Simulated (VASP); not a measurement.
# Ge (I4_1/amd) in VASP: a series of runs

The runs below take Ge through single point, with PBE.

Everything below comes from runs of VASP 6.6.1. Logs are shortened: lines on timing, memory, paths and dates and some standing lists are left out, and cuts for length are marked.

### 1 The cell of the first run

It takes space group I4_1/amd (No. 141, tetragonal). The conventional cell has a = 4.168 Å, b = 4.168 Å, c = 2.265 Å, α = 90.00°, β = 90.00°, γ = 90.00°. Within 2.9 Å of Ge (site symmetry -4m2) lie 10 Ge at 2.16 to 2.69 Å.

### 2 Single point, PBE

Contents of INCAR:

```
PREC = Accurate ; ENCUT = 520
EDIFF = 1E-6 ; ISMEAR = -1
SIGMA = 0.05 ; LREAL = False
LASPH = True ; NELM = 80
ALGO = Normal ; ISIF = 2
LWAVE = False ; LCHARG = True
GGA = PE ; LELF = True
LVHAR = True ; NBANDS = 21
```

Contents of KPOINTS:

```
regular mesh
0
Gamma
  19 19 19
```

Contents of POSCAR:

```
Ge
1.0
   -2.0840306009      2.0840306009      1.1325619655
    2.0840306009     -2.0840306009      1.1325619655
    2.0840306009      2.0840306009     -1.1325619655
Ge
2
Direct
   -0.3750000000     -0.1250000000     -0.2500000000
    0.3750000000      0.1250000000      0.2500000000
```

Potentials or basis: VASP PAW PBE potentials, release 64 (Ge_d).

Started as:

```sh
$ cat potpaw_PBE.64/Ge_d/POTCAR > POTCAR
$ mpirun -np 1 vasp_std > vasp.out
```

OUTCAR:

```text
PREC = Accurate
   ENCUT = 520
   EDIFF = 1E-6
   ISMEAR = -1
   LREAL = False
   LASPH = True
   NELM = 80
   ISIF = 2
   GGA = PE

 ion  position               nearest neighbor table
   1  0.625  0.875  0.750-   2 2.16   2 2.16   2 2.16   2 2.16   2 2.69   2 2.69   2 2.69   2 2.69

   2  0.375  0.125  0.250-   1 2.16   1 2.16   1 2.16   1 2.16   1 2.69   1 2.69   1 2.69   1 2.69

  LATTYP: Found a body centered tetragonal cell.
 ALAT       =     4.1680612018
 C/A-ratio  =     0.5434478577

  Lattice vectors:

 A1 = (  -2.0840306009,   2.0840306009,   1.1325619655)
 A2 = (   2.0840306009,  -2.0840306009,   1.1325619655)
 A3 = (   2.0840306009,   2.0840306009,  -1.1325619655)

Analysis of symmetry for initial positions (statically):
=====================================================================
 Subroutine PRICEL returns:
 Original cell was already a primitive cell.

 Routine SETGRP: Setting up the symmetry group for a
 body centered tetragonal supercell.

 Subroutine GETGRP returns: Found 16 space group operations
 (whereof  4 operations were pure point group operations)
 out of a pool of 16 trial point group operations.

The static configuration has the point symmetry C_2h.
 The point group associated with its full space group is D_4h.

Analysis of symmetry for dynamics (positions and initial velocities):
=====================================================================
 Subroutine PRICEL returns:
 Original cell was already a primitive cell.

 Routine SETGRP: Setting up the symmetry group for a
 body centered tetragonal supercell.

 Subroutine GETGRP returns: Found 16 space group operations
 (whereof  4 operations were pure point group operations)
 out of a pool of 16 trial point group operations.

The dynamic configuration has the point symmetry C_2h.
 The point group associated with its full space group is D_4h.

 Subroutine INISYM returns: Found 16 space group operations
 (whereof  4 operations are pure point group operations),
 and found     1 'primitive' translations

----------------------------------------------------------------------------------------

                                     Primitive cell

  volume of cell :      19.6757

  direct lattice vectors                    reciprocal lattice vectors
    -2.084030601  2.084030601  1.132561966     0.000000000  0.239919702  0.441476948
     2.084030601 -2.084030601  1.132561966     0.239919702  0.000000000  0.441476948
     2.084030601  2.084030601 -1.132561966     0.239919702  0.239919702  0.000000000

  length of vectors
     3.157382412  3.157382412  3.157382412     0.502457320  0.502457320  0.339297696

  position of ions in fractional coordinates (direct lattice)
     0.625000000  0.875000000  0.750000000
     0.375000000  0.125000000  0.250000000

  ion indices of the primitive-cell ions
   primitive index   ion index
                 1           1
                 2           2

----------------------------------------------------------------------------------------

 KPOINTS: regular mesh

Automatic generation of k-mesh.
 Grid dimensions read from file:
 generate k-points for:   19   19   19

 Generating k-lattice:

  Cartesian coordinates                     Fractional coordinates (reciprocal lattice)
     0.000000000  0.012627353  0.023235629     0.052631579  0.000000000  0.000000000
     0.012627353  0.000000000  0.023235629     0.000000000  0.052631579  0.000000000
     0.012627353  0.012627353  0.000000000     0.000000000  0.000000000  0.052631579

  Length of vectors
     0.026445122  0.026445122  0.017857773

  Shift w.r.t. Gamma in fractional coordinates (k-lattice)
     0.000000000  0.000000000  0.000000000

 Subroutine IBZKPT returns following result:
 ===========================================

 Found    550 irreducible k-points:

 Following reciprocal coordinates:
            Coordinates               Weight
  0.000000  0.000000  0.000000      1.000000
  0.052632  0.000000  0.000000      8.000000
  0.105263  0.000000  0.000000      8.000000
  0.157895  0.000000  0.000000      8.000000
  0.210526  0.000000  0.000000      8.000000
  0.263158  0.000000  0.000000      8.000000
[... 16 lines left out ...]
 -0.315789  0.052632 -0.000000     16.000000
 -0.263158  0.052632  0.000000     16.000000
 [... further k-points ...]
   k-points           NKPTS =    550   k-points in BZ     NKDIM =    550   number of bands    NBANDS=     21
   number of dos      NEDOS =    301   number of ions     NIONS =      2
   total plane-waves  NPLWV =  13824
   dimension x,y,z NGX =    24 NGY =   24 NGZ =   24
   dimension x,y,z NGXF=    48 NGYF=   48 NGZF=   48
   ions per type =               2
   NGX,Y,Z   is equivalent  to a cutoff of  12.64, 12.64, 12.64 a.u.
   NGXF,Y,Z  is equivalent  to a cutoff of  25.27, 25.27, 25.27 a.u.
 SYSTEM =  unknown system
   PREC   = accura    normal or accurate (medium, high low for compatibility)
   ISTART =      0    job   : 0-new  1-cont  2-samecut
   ICHARG =      2    charge: 1-file 2-atom 10-const
   ISPIN  =      1    spin polarized calculation?
   LNONCOLLINEAR =      F non collinear calculations
   LSORBIT =      F    spin-orbit coupling
   LASPH  =      T    aspherical Exc in radial PAW
   ENCUT  =  520.0 eV  38.22 Ry    6.18 a.u.   5.87  5.87  5.87*2*pi/ulx,y,z
   NELM   =     80;   NELMIN=  2; NELMDL= -5     # of ELM steps
   EDIFF  = 0.1E-05   stopping-criterion for ELM
   LREAL  =      F    real-space projection
   EDIFFG = 0.1E-04   stopping-criterion for IOM
   NSW    =      0    number of steps for IOM
   IBRION =     -1    ionic relax: 0-MD 1-quasi-New 2-CG
   NFREE  =      0    steps in history (QN), initial steepest desc. (CG)
   ISIF   =      2    stress and relaxation
   ISYM   =      2    0-nonsym 1-usesym 2-fastsym
   POTIM  = 0.5000    time-step for ionic-motion
   TEBEG  =    0.0;   TEEND  =   0.0 temperature during run
   PSTRESS=    0.0 pullay stress
   NELECT =      28.0000    total number of electrons
   NUPDOWN=      -1.0000    fix difference up-down
   EMIN   =  10.00;   EMAX   =-10.00  energy-range for DOS
   EFERMI =   0.00;   METHOD = LEGACY
   ISMEAR =    -1;   SIGMA  =   0.05  broadening in eV -4-tet -1-fermi 0-gaus
   EFERMI_NEDOS =   21; number of points for ismear=-14 and -15
   IALGO  =     38    algorithm
   IMIX   =      4    mixing-type and parameters
     AMIX     =   0.40;   BMIX     =  1.00
     AMIX_MAG =   1.60;   BMIX_MAG =  1.00
  volume/ion in A,a.u.               =       9.84        66.39
  Fermi-wavevector in a.u.,A,eV,Ry     =   1.841411  3.479763 46.134572  3.390795
  Thomas-Fermi vector in A             =   2.893539
   LORBIT       =      0    0 simple, 1 ext, 2 COOP (PROOUT), +10 PAW based schemes
   GGA     = PE    functional components
   LHFCALC =     F    Hartree Fock is set to
   AEXX    =    0.0000 exact exchange contribution
   IVDW    =     0    specifies the selected vdW correction
   LEPSILON=     F    determine dielectric tensor
   LRPA    =     F    only Hartree local field effects (RPA)
 non-spin polarized calculation
  energy-cutoff  :      520.00
  volume of cell :       19.68
 maximum number of plane-waves:       544
   NGX = 11   NGY = 11   NGZ = 11

 number of electron      28.0000015 magnetization

 Free energy of the ion-electron system (eV)
  ---------------------------------------------------
  ext. energy  EPLUGINS =         0.00000000
  ---------------------------------------------------
  free energy    TOTEN  =        -1.63478305 eV

  energy without entropy =       -1.63083618  energy(sigma->0) =       -1.63280962

 E-fermi :  16.5781     XC(G=0): -14.9511

 val. band max:       16.5766496924   @ k =   0.4737   0.4211   0.0526
 cond. band min:      16.5813536934   @ k =  -0.1053  -0.4737   0.0526
 fundamental gap:      0.0047040010
 Fermi energy:        16.5781168772

 k-point     1 :       0.0000    0.0000    0.0000
  band No.  band energies     occupation
      1     -10.2765      2.00000
      2     -10.0924      2.00000
      3      -9.9875      2.00000
      4      -9.9365      2.00000
      5      -9.2888      2.00000
      6      -9.2888      2.00000
[... 13 lines left out ...]
     20      32.5986      0.00000
     21      33.2815      0.00000

 k-point     2 :       0.0526    0.0000    0.0000
  band No.  band energies     occupation
      1     -10.2718      2.00000
      2     -10.0816      2.00000
      3      -9.9700      2.00000
      4      -9.9102      2.00000
      5      -9.3185      2.00000
      6      -9.3167      2.00000
[... 13 lines left out ...]
     20      32.0830      0.00000
     21      32.3567      0.00000

 k-point     3 :       0.1053    0.0000    0.0000
  band No.  band energies     occupation
      1     -10.2563      2.00000
      2     -10.0504      2.00000
      3      -9.9215      2.00000
      4      -9.8383      2.00000
      5      -9.3768      2.00000
      6      -9.3629      2.00000
[... 13 lines left out ...]
     20      30.5408      0.00000
     21      30.7416      0.00000

 k-point     4 :       0.1579    0.0000    0.0000
  band No.  band energies     occupation
      1     -10.2292      2.00000
      2     -10.0026      2.00000
      3      -9.8557      2.00000
      4      -9.7389      2.00000
      5      -9.4504      2.00000
      6      -9.4005      2.00000
[... 13 lines left out ...]
     20      29.4321      0.00000
     21      30.6125      0.00000

 k-point     5 :       0.2105    0.0000    0.0000
  band No.  band energies     occupation
      1     -10.1940      2.00000
      2      -9.9456      2.00000
      3      -9.8000      2.00000
      4      -9.6458      2.00000
      5      -9.5292      2.00000
      6      -9.4004      2.00000
[... 13 lines left out ...]
     20      28.3092      0.00000
     21      31.3711      0.00000
[... 382 lines left out ...]
     20      28.2479      0.00000
     21      34.6784      0.00000

 k-point    22 :      -0.3684    0.0526    0.0000
  band No.  band energies     occupation
      1     -10.1059      2.00000
      2      -9.8598      2.00000
      3      -9.7849      2.00000
      4      -9.7136      2.00000
      5      -9.5879      2.00000
      6      -9.4179      2.00000
[... 13 lines left out ...]
     20      27.4125      0.00000
     21      33.3261      0.00000

 k-point    23 :      -0.3158    0.0526   -0.0000
  band No.  band energies     occupation
      1     -10.1339      2.00000
      2      -9.8676      2.00000
      3      -9.7964      2.00000
      4      -9.6600      2.00000
      5      -9.5700      2.00000
      6      -9.3812      2.00000
[... 13 lines left out ...]
     20      28.1872      0.00000
     21      32.1037      0.00000

 k-point    24 :      -0.2632    0.0526    0.0000
  band No.  band energies     occupation
      1     -10.1696      2.00000
      2      -9.9151      2.00000
      3      -9.8192      2.00000
      4      -9.6791      2.00000
      5      -9.5127      2.00000
      6      -9.3600      2.00000
[... 13 lines left out ...]
     20      29.1205      0.00000
     21      31.1242      0.00000

 [... further k-points ...]

------------------------ aborting loop because EDIFF is reached ----------------------------------------

  FORCE on cell =-STRESS in cart. coord.  units (eV):
  Direction    XX          YY          ZZ          XY          YZ          ZX
  --------------------------------------------------------------------------------------
  -------------------------------------------------------------------------------------
  Total       27.0826864     27.0826864     27.1194548     -0.0000000     -0.0000000      0.0000000
  in kB     2205.3228464   2205.3228464   2208.3168628     -0.0000000     -0.0000000      0.0000000
  external PRESSURE =    2206.3208519 kB  Pullay stress =       0.0000000 kB

 VOLUME and BASIS-vectors are now :
 -----------------------------------------------------------------------------
  energy-cutoff  :      520.00
  volume of cell :       19.68
      direct lattice vectors                 reciprocal lattice vectors
    -2.084030601  2.084030601  1.132561966     0.000000000  0.239919702  0.441476948
     2.084030601 -2.084030601  1.132561966     0.239919702  0.000000000  0.441476948
     2.084030601  2.084030601 -1.132561966     0.239919702  0.239919702  0.000000000

 POSITION                                       TOTAL-FORCE (eV/Angst)
 -----------------------------------------------------------------------------------
      2.08403      1.04202      0.84942        -0.000000      0.000000      0.000000
      0.00000      1.04202      0.28314         0.000000     -0.000000     -0.000000
 -----------------------------------------------------------------------------------
    total drift:                               -0.000000      0.000000      0.000000

  FREE ENERGIE OF THE ION-ELECTRON SYSTEM (eV)
  ---------------------------------------------------
  free  energy   TOTEN  =        -1.6347830468 eV

  energy  without entropy=       -1.6308361841  energy(sigma->0) =       -1.63280962
```

It took 1.8 min on 1 thread of AMD EPYC 9R45 (Zen 5), shared host; peak memory 0.25 GiB.

What came out:

```
Free energy            : -1.6348 eV
Pressure               : 220.6 GPa
Band gap on the k mesh : zero (bands 14 and 15 overlap by 10.66 eV)
```

Stress tensor (GPa, compression positive):
```
220.53   0.00   0.00
  0.00 220.53   0.00
  0.00   0.00 220.83
```

Levels at points of the mesh, in eV from the Fermi level:
| k point | band 10 | band 11 | band 12 | band 13 | band 14 | band 15 | band 16 | band 17 | band 18 | band 19 |
| --- | --- | --- | --- | --- | --- | --- | --- | --- | --- | --- |
| (0.00, 0.00, 0.00) | -25.28 | -20.93 | -4.96 | -4.96 | -1.55 | 1.23 | 12.44 | 12.44 | 14.16 | 15.04 |

Caveat: the cell stands under pressure.

### 3 Single point, PBE

Contents of INCAR:

```
SYSTEM = Ge
PREC = Accurate
ENCUT = 520
EDIFF = 1E-6
ISMEAR = -1
SIGMA = 0.05
LREAL = .False.
LASPH = .True.
NELM = 60
ALGO = Normal
ISIF = 2
LWAVE = .False.
LCHARG = .False.
GGA = PE
NBANDS = 21
```

Contents of KPOINTS:

```
regular mesh
0
Gamma
  19 19 19
  0 0 0
```

Contents of POSCAR:

```
Ge
1.0
   -2.0837351572      2.0837351572      1.1326289584
    2.0837351572     -2.0837351572      1.1326289584
    2.0837351572      2.0837351572     -1.1326289584
Ge
2
Direct
   -0.3750000000     -0.1250000000     -0.2500000000
    0.3750000000      0.1250000000      0.2500000000
```

Potentials or basis: VASP PAW PBE potentials, release 64 (Ge_d).

Started as:

```sh
$ cat potpaw_PBE.64/Ge_d/POTCAR > POTCAR
$ mpirun -np 1 vasp_std > vasp.out
```

Run time: 1.8 min. Hardware: 1 thread of AMD EPYC 9R45 (Zen 5), shared host; peak memory 0.25 GiB.

Results (log left out):

- Free energy: -1.6287 eV
- Pressure: 220.8 GPa
- Band gap on the k mesh: zero (bands 14 and 15 overlap by 10.66 eV)

Stress tensor (GPa, compression positive):
```
220.78   0.00   0.00
  0.00 220.78   0.00
  0.00   0.00 220.89
```

Levels at points of the mesh, in eV from the Fermi level:
| k point | band 10 | band 11 | band 12 | band 13 | band 14 | band 15 | band 16 | band 17 | band 18 | band 19 |
| --- | --- | --- | --- | --- | --- | --- | --- | --- | --- | --- |
| (0.00, 0.00, 0.00) | -25.28 | -20.93 | -4.96 | -4.96 | -1.55 | 1.23 | 12.45 | 12.45 | 14.16 | 15.03 |

Caveat: the cell stands under pressure.
